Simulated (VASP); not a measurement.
BAs:

```
B As
1.0
     0.00000    2.39187    2.39187
     2.39187    0.00000    2.39187
     2.39187    2.39187    0.00000
B As
1 1
Direct
  0.25000 0.25000 0.25000
  0.00000 0.00000 0.00000
```

Program: VASP 6.6.1. Alike in all runs: task single point; potentials or basis VASP PAW PBE potentials, release 64 (B, As); no spin polarisation; cell as given; cutoff (eV) 520; smearing gaussian 0.01 eV.

Task: Order these runs on this cell by their pressure, lowest first.
A. level PBE0; k mesh 6 × 6 × 6; grid for exact exchange (PRECFOCK) Normal
B. level PBE; k mesh 10 × 10 × 10
C. level r2SCAN; k mesh 6 × 6 × 6

Result: A (-1.3 GPa), C (0.3 GPa), B (2.8 GPa).

Caveats: the PAW data sets were made with another functional, which shifts forces and pressure a little (some runs).
